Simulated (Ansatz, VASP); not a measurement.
**Pb: VASP beside Ansatz**

```
Pb
1.0
     0.00000    3.43900    3.43900
     3.43900    0.00000    3.43900
     3.43900    3.43900    0.00000
Pb
2
Direct
  0.25000 0.25000 0.25000
  0.00000 0.00000 0.00000
```

Alike in both runs: task single point; functional PBEsol; k mesh 7 × 7 × 7; occupations gaussian, width 0.02 eV; no spin polarisation.

|  | VASP | Ansatz |
| --- | --- | --- |
| version | VASP 6.6.1 | Ansatz 0.2.0 |
| potentials or method | VASP PAW PBE potentials, release 64 (Pb_d), cutoff 520 eV | all-electron LAPW, scalar-relativistic |

```tsv
	VASP	Ansatz	Ansatz less VASP
gap on the k mesh at the Fermi level (eV)	none	none	-
pressure (GPa)	0.4	0.4	+0.07
```

VASP's potentials were made for PBE, not for PBEsol. A gap of «none» marks a metal or a gap that the smearing closes. Ansatz ran all-electron here, and VASP with PAW potentials.

Neither program's run includes spin-orbit coupling.
